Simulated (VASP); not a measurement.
Al4Cu:

```
CELL_PARAMETERS angstrom
-1.72319 2.86171 3.30150
1.72319 -2.86171 3.30150
1.72319 2.86171 -3.30150
ATOMIC_POSITIONS crystal
Al 0.53800 0.34213 0.19587
Al 0.14626 0.34213 0.80413
Al 0.85374 0.65787 0.19587
Al 0.46200 0.65787 0.80413
Cu 0.00000 0.00000 0.00000
```

The cell was built from a structure type or drawn by symmetry, and may not be a known phase.

- Program: VASP 6.6.1
- Task: relaxation of cell and atoms
- Functional: PBE
- Potentials or basis: VASP PAW PBE potentials, release 64 (Al, Cu)
- Cutoff: 600 eV
- k mesh: 6 × 6 × 6
- Occupations: gaussian, width 0.1 eV
- Spin: no spin polarisation

At the start: pressure 64.6 GPa; volume 13.02 Å³/atom.

**Question.** Where does the relaxation end?

**Answer.** Over 39 steps the energy falls by 1549.4 meV/atom and the volume is 17.03 Å³/atom (+30.8 %); space group Immm (No. 71, to 0.1 Å) before and after.

The path:
| step | energy change (eV) | largest force (eV/Å) | pressure (GPa) | volume (Å³) |
| --- | --- | --- | --- | --- |
| 1 | 0.0000 | 1.8217 | 64.62 | 65.12 |
| 2 | -4.6643 | 0.6485 | -7.38 | 127.43 |
| 3 | -5.4520 | 1.1621 | 1.11 | 99.35 |
| 4 | -5.4577 | 1.1397 | 0.48 | 101.17 |
| 5 | -5.6738 | 0.6838 | -1.41 | 102.90 |
| 6 | -5.7044 | 0.7348 | -2.00 | 103.81 |
| 7 | -5.8852 | 0.8004 | -1.18 | 100.89 |
| 8 | -6.1949 | 1.2024 | 2.52 | 92.08 |
| 9 | -6.2940 | 0.8630 | 2.40 | 91.64 |
| 10 | -6.3365 | 0.5769 | 2.84 | 90.91 |
| 11 | -6.3397 | 0.5881 | 2.71 | 91.07 |
| 12 | -6.3881 | 0.3742 | 1.53 | 92.38 |
| 13 | -6.4252 | 0.0718 | -0.29 | 94.72 |
| 14 | -6.4260 | 0.0545 | -0.60 | 95.12 |
| 15 | -6.4324 | 0.0447 | -0.37 | 94.74 |
| 16 | -6.4429 | 0.1502 | 0.28 | 93.81 |
| 17 | -6.4452 | 0.4268 | 1.50 | 91.94 |
| 18 | -6.4472 | 0.3036 | 0.88 | 92.78 |
| 19 | -6.4526 | 0.3198 | 0.87 | 92.74 |
| 20 | -6.4689 | 0.3536 | 0.89 | 92.63 |
| 21 | -6.5023 | 0.4138 | 0.85 | 92.36 |
| 22 | -6.6097 | 0.4706 | 0.98 | 91.62 |
| 23 | -6.8495 | 0.4632 | 1.40 | 89.36 |
| 24 | -7.0854 | 1.2392 | 6.65 | 81.76 |
| 25 | -7.2003 | 0.5615 | 2.04 | 87.06 |
| 26 | -7.3535 | 0.8614 | 3.23 | 84.62 |
| 27 | -7.3566 | 0.7981 | 2.79 | 85.09 |
| 28 | -7.5266 | 0.4679 | -0.05 | 87.25 |
| 29 | -7.5926 | 0.2207 | -2.71 | 89.68 |
| 30 | -7.6406 | 0.2157 | -0.94 | 87.35 |
| 31 | -7.6595 | 0.2585 | 1.08 | 84.98 |
| 32 | -7.6827 | 0.2100 | 0.76 | 84.97 |
| 33 | -7.7233 | 0.1842 | 0.39 | 84.86 |
| 34 | -7.7244 | 0.1842 | 0.47 | 84.77 |
| 35 | -7.7350 | 0.0957 | -0.18 | 85.35 |
| 36 | -7.7353 | 0.1059 | -0.03 | 85.26 |
| 37 | -7.7462 | 0.0605 | 0.07 | 85.19 |
| 38 | -7.7472 | 0.0421 | 0.08 | 85.16 |
| 39 | -7.7472 | 0.0398 | 0.10 | 85.16 |

Final structure:
```cif
data_structure
_symmetry_space_group_name_H-M 'P 1'
_symmetry_Int_Tables_number 1
_cell_length_a 6.1312
_cell_length_b 6.1312
_cell_length_c 6.1312
_cell_angle_alpha 154.165
_cell_angle_beta 121.238
_cell_angle_gamma 65.250
_cell_volume 85.16
loop_
_atom_site_label
_atom_site_type_symbol
_atom_site_fract_x
_atom_site_fract_y
_atom_site_fract_z
_atom_site_occupancy
Al1 Al 0.58513 0.36428 0.22085 1
Al2 Al 0.14343 0.36428 0.77915 1
Al3 Al 0.85657 0.63572 0.22085 1
Al4 Al 0.41487 0.63572 0.77915 1
Cu1 Cu 0.00000 0.00000 0.00000 1
```

Caveat: the volume moved by over 15 % at a fixed basis, so the end points are rough.
